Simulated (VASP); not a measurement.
# BP (F-43m) in VASP: notebook

BP is run at these levels: LDA; tasks: vibrations by perturbation theory.

Everything below comes from runs of VASP 6.6.1. Logs are shortened: lines on timing, memory, paths and dates and some standing lists are left out, and cuts for length are marked.

## 1. The cell of the first run

Symmetry: F-43m, No. 216, cubic system. The conventional cell has a = 4.247 Å, b = 4.247 Å, c = 4.247 Å, α = 90.00°, β = 90.00°, γ = 90.00°. B (site symmetry -43m) has 4 P at 1.84 Å within 2.4 Å. Within 2.4 Å of P (site symmetry -43m) lie 4 B at 1.84 Å.

## 2. Vibrations by perturbation theory, LDA

Contents of INCAR:

```
ALGO     = Normal         # electronic algorithm
EDIFF    = 1E-8           # SCF threshold, eV
ENCUT    = 520            # plane-wave cutoff, eV
IBRION   = 8              # ionic algorithm
ISIF     = 2              # what is computed and relaxed
ISMEAR   = 0              # smearing method
LASPH    = True           # aspherical terms in the spheres
LCHARG   = True           # write CHGCAR
LEPSILON = True           # dielectric tensor by DFPT
LREAL    = False          # projectors in reciprocal space
LWAVE    = False          # write WAVECAR
NELM     = 100            # most SCF steps
NSW      = 1              # ionic steps
PREC     = Accurate       # precision mode
SIGMA    = 0.01           # smearing width, eV
```

Contents of KPOINTS:

```
k-points
0
Gamma
  12 12 12
```

Contents of POSCAR:

```
BP
1.0
    0.0000000000      2.1236030702      2.1236030702
    2.1236030702      0.0000000000      2.1236030702
    2.1236030702      2.1236030702      0.0000000000
B P
1 1
Direct
    0.0000000000      0.0000000000      0.0000000000
    0.7500000000      0.7500000000      0.7500000000
```

Potentials or basis: VASP PAW LDA potentials, release 64 (B, P).

Run with:

```sh
$ cat potpaw_LDA.64/B/POTCAR potpaw_LDA.64/P/POTCAR > POTCAR
$ mpirun -np 1 vasp_std > vasp.out
```

OUTCAR:

```text
EDIFF = 1E-8
   ENCUT = 520
   IBRION = 8
   ISIF = 2
   ISMEAR = 0
   LASPH = True
   LEPSILON = True
   LREAL = False
   NELM = 100
   NSW = 1
   PREC = Accurate

 ion  position               nearest neighbor table
   1  0.000  0.000  0.000-   2 1.84   2 1.84   2 1.84   2 1.84
   2  0.750  0.750  0.750-   1 1.84   1 1.84   1 1.84   1 1.84

  LATTYP: Found a face centered cubic cell.
 ALAT       =     4.2472061404

  Lattice vectors:

 A1 = (   0.0000000000,   2.1236030702,   2.1236030702)
 A2 = (   2.1236030702,   0.0000000000,   2.1236030702)
 A3 = (   2.1236030702,   2.1236030702,   0.0000000000)

Analysis of symmetry for initial positions (statically):
=====================================================================
 Subroutine PRICEL returns:
 Original cell was already a primitive cell.

 Routine SETGRP: Setting up the symmetry group for a
 face centered cubic supercell.

 Subroutine GETGRP returns: Found 24 space group operations
 (whereof 24 operations were pure point group operations)
 out of a pool of 48 trial point group operations.

The static configuration has the point symmetry T_d .

Analysis of symmetry for dynamics (positions and initial velocities):
=====================================================================
 Subroutine PRICEL returns:
 Original cell was already a primitive cell.

 Routine SETGRP: Setting up the symmetry group for a
 face centered cubic supercell.

 Subroutine GETGRP returns: Found 24 space group operations
 (whereof 24 operations were pure point group operations)
 out of a pool of 48 trial point group operations.

The dynamic configuration has the point symmetry T_d .

 Subroutine INISYM returns: Found 24 space group operations
 (whereof 24 operations are pure point group operations),
 and found     1 'primitive' translations

----------------------------------------------------------------------------------------

                                     Primitive cell

  volume of cell :      19.1536

  direct lattice vectors                    reciprocal lattice vectors
     0.000000000  2.123603070  2.123603070    -0.235448897  0.235448897  0.235448897
     2.123603070  0.000000000  2.123603070     0.235448897 -0.235448897  0.235448897
     2.123603070  2.123603070  0.000000000     0.235448897  0.235448897 -0.235448897

  length of vectors
     3.003228263  3.003228263  3.003228263     0.407809452  0.407809452  0.407809452

  position of ions in fractional coordinates (direct lattice)
     0.000000000  0.000000000  0.000000000
     0.750000000  0.750000000  0.750000000

  ion indices of the primitive-cell ions
   primitive index   ion index
                 1           1
                 2           2

----------------------------------------------------------------------------------------

 KPOINTS: k-points

Automatic generation of k-mesh.
 Grid dimensions read from file:
 generate k-points for:   12   12   12

 Generating k-lattice:

  Cartesian coordinates                     Fractional coordinates (reciprocal lattice)
    -0.019620741  0.019620741  0.019620741     0.083333333  0.000000000  0.000000000
     0.019620741 -0.019620741  0.019620741     0.000000000  0.083333333  0.000000000
     0.019620741  0.019620741 -0.019620741     0.000000000  0.000000000  0.083333333

  Length of vectors
     0.033984121  0.033984121  0.033984121
[... 410 lines left out ...]
  free energy    TOTEN  =        -0.45527712 eV

  energy without entropy =       -0.45527712

------------------------ aborting loop because EDIFF is reached ----------------------------------------

--------------------------------------- Ionic step        2  -------------------------------------------

------------------------ aborting loop because EDIFF is reached ----------------------------------------

--------------------------------------- Ionic step        3  -------------------------------------------

------------------------ aborting loop because EDIFF is reached ----------------------------------------

 PIEZOELECTRIC TENSOR FIELD DIRECTION 3  (e Angst)
 -----------------------------------------------------------------------------
    -0.00082 -0.55849  0.00000           ( -0.00000 -0.07744  0.00000)
    -0.55849 -0.00082  0.00000           ( -0.07744 -0.00000  0.00000)
     0.00000  0.00000  0.00059           (  0.00000  0.00000 -0.00000)

 PIEZOELECTRIC TENSOR FIELD DIRECTION 3  (C/m^2)
 -----------------------------------------------------------------------------
    -0.00069 -0.46717  0.00000
    -0.46717 -0.00069  0.00000
     0.00000  0.00000  0.00050

--------------------------------------- Ionic step        4  -------------------------------------------

------------------------ aborting loop because EDIFF is reached ----------------------------------------

[... ionic steps 5 to 6 ...]

--------------------------------------- Ionic step        7  -------------------------------------------

 Free energy of the ion-electron system (eV)
  ---------------------------------------------------
  ---------------------------------------------------
  free energy    TOTEN  =        -0.04070757 eV

  energy without entropy =       -0.04070757

------------------------ aborting loop because EDIFF is reached ----------------------------------------

 INTERNAL STRAIN TENSOR  FOR ION    2  DIRECTION 1   (eV/Angst):
 -----------------------------------------------------------------------------
    -0.00766  0.00000  0.00000
     0.00000  0.00629 16.22482
     0.00000 16.22482  0.00629

 MACROSCOPIC STATIC DIELECTRIC TENSOR (including local field effects in DFT)
 ------------------------------------------------------
           9.225891     0.000000    -0.000000
          -0.000000     9.225891     0.000000
           0.000000    -0.000000     9.225891
 ------------------------------------------------------

 PIEZOELECTRIC TENSOR (including local field effects)  for field in x, y, z        (e  Angst)
          XX          YY          ZZ          XY          YZ          ZX
  --------------------------------------------------------------------------------
  x     0.00000    -0.00000     0.00000     0.00000    -0.55560     0.00000
  y    -0.00000    -0.00000    -0.00000     0.00000     0.00000    -0.55560
  z     0.00000     0.00000     0.00000    -0.55560     0.00000     0.00000

 PIEZOELECTRIC TENSOR (including local field effects)  for field in x, y, z        (C/m^2)
          XX          YY          ZZ          XY          YZ          ZX
  --------------------------------------------------------------------------------
  x     0.00000    -0.00000     0.00000     0.00000    -0.46476     0.00000
  y    -0.00000    -0.00000    -0.00000     0.00000     0.00000    -0.46476
  z     0.00000     0.00000     0.00000    -0.46476     0.00000     0.00000

 BORN EFFECTIVE CHARGES (including local field effects) (in |e|, cummulative output)
 ---------------------------------------------------------------------------------
 ion    1
    1    -1.17478     0.00000     0.00000
    2     0.00000    -1.17478     0.00000
    3     0.00000     0.00000    -1.17478
 ion    2
    1     1.17478     0.00000     0.00000
    2    -0.00000     1.17478    -0.00000
    3    -0.00000    -0.00000     1.17478

 INTERNAL STRAIN TENSOR FOR ION    2 for displacements in x,y,z  (eV/Angst):
          X           Y           Z          XY          YZ          ZX
  --------------------------------------------------------------------------------
  x     0.00000     0.00000     0.00000     0.00000    16.22482     0.00000
  y     0.00000     0.00000     0.00000     0.00000     0.00000    16.22482
  z     0.00000     0.00000     0.00000    16.22482     0.00000     0.00000

 SECOND DERIVATIVES (NOT SYMMETRIZED)
 ------------------------------------
               1X          1Y          1Z          2X          2Y          2Z
  1X   -27.488613    0.000000    0.000000   27.488613    0.000000    0.000000
  1Y     0.000000  -27.488613    0.000000    0.000000   27.488613    0.000000
  1Z     0.000000    0.000000  -27.488613    0.000000    0.000000   27.488613
  2X    27.485715    0.000000    0.000000  -27.485715    0.000000    0.000000
  2Y     0.000000   27.485715    0.000000    0.000000  -27.485715    0.000000
  2Z     0.000000    0.000000   27.485715    0.000000    0.000000  -27.485715

 Eigenvectors and eigenvalues of the dynamical matrix
 ----------------------------------------------------

   1 f  =   28.953418 THz   181.919691 2PiTHz  965.782069 cm-1   119.741662 meV
             X         Y         Z           dx          dy          dz
      0.000000  0.000000  0.000000    -0.860983    0.000000    0.000000
      3.185405  3.185405  3.185405     0.508634    0.000000    0.000000
[... 21 lines left out ...]
   6 f/i=    0.000669 THz     0.004201 2PiTHz    0.022301 cm-1     0.002765 meV
             X         Y         Z           dx          dy          dz
      0.000000  0.000000  0.000000     0.000000   -0.288694   -0.418766
      3.185405  3.185405  3.185405     0.000000   -0.488681   -0.708859

--------------------------------------------------------------------------------------------------------

 MACROSCOPIC STATIC DIELECTRIC TENSOR IONIC CONTRIBUTION
 ------------------------------------------------------
           0.474350    -0.000000     0.000000
          -0.000000     0.474350    -0.000000
           0.000000    -0.000000     0.474350
 ------------------------------------------------------

 ELASTIC MODULI CONTR FROM IONIC RELAXATION (kBar)
 Direction    XX          YY          ZZ          XY          YZ          ZX
 --------------------------------------------------------------------------------
 XX          -0.0000     -0.0000     -0.0000     -0.0000     -0.0000     -0.0000
 YY          -0.0000     -0.0000     -0.0000     -0.0000     -0.0000      0.0000
 ZZ          -0.0000     -0.0000     -0.0000     -0.0000     -0.0000     -0.0000
 XY          -0.0000     -0.0000     -0.0000   -828.5747     -0.0000      0.0000
 YZ          -0.0000     -0.0000     -0.0000     -0.0000   -828.5747      0.0000
 ZX          -0.0000      0.0000     -0.0000      0.0000      0.0000   -828.5747
 --------------------------------------------------------------------------------

 PIEZOELECTRIC TENSOR IONIC CONTR  for field in x, y, z        (C/m^2)
          XX          YY          ZZ          XY          YZ          ZX
  --------------------------------------------------------------------------------
  x     0.00000     0.00000     0.00000     0.00000     0.58991    -0.00000
  y     0.00000    -0.00000     0.00000    -0.00000    -0.00000     0.58991
  z     0.00000     0.00000     0.00000     0.58991     0.00000    -0.00000
```

It took 1.7 min on 1 thread of Intel Xeon Platinum 8488C (Sapphire Rapids), shared host; peak memory 0.23 GiB.

What came out:

| Quantity | Value |
| --- | --- |
| Electronic dielectric tensor (diagonal) | 9.23 |
| Born charges (mean of the diagonal) | B -1.17; P +1.17 e |
| Highest phonon frequency at Γ, LO-TO splitting left out | 966 cm⁻¹ |

Phonon frequencies in cm⁻¹ (negative: imaginary):
| q point | frequencies |
| --- | --- |
| (0.000, 0.000, 0.000) | 0 0 0 966 966 966 |

Electronic dielectric tensor:
```
9.23 0.00 0.00
0.00 9.23 0.00
0.00 0.00 9.23
```

Born effective charge tensors (e):
atom 1, B
```
-1.17  0.00  0.00
 0.00 -1.17  0.00
 0.00  0.00 -1.17
```
atom 2, P
```
1.17 0.00 0.00
0.00 1.17 0.00
0.00 0.00 1.17
```

Caveat: the cell wasn't relaxed at this level first, which shifts response properties.

(Part 1 of 2 ends here.)
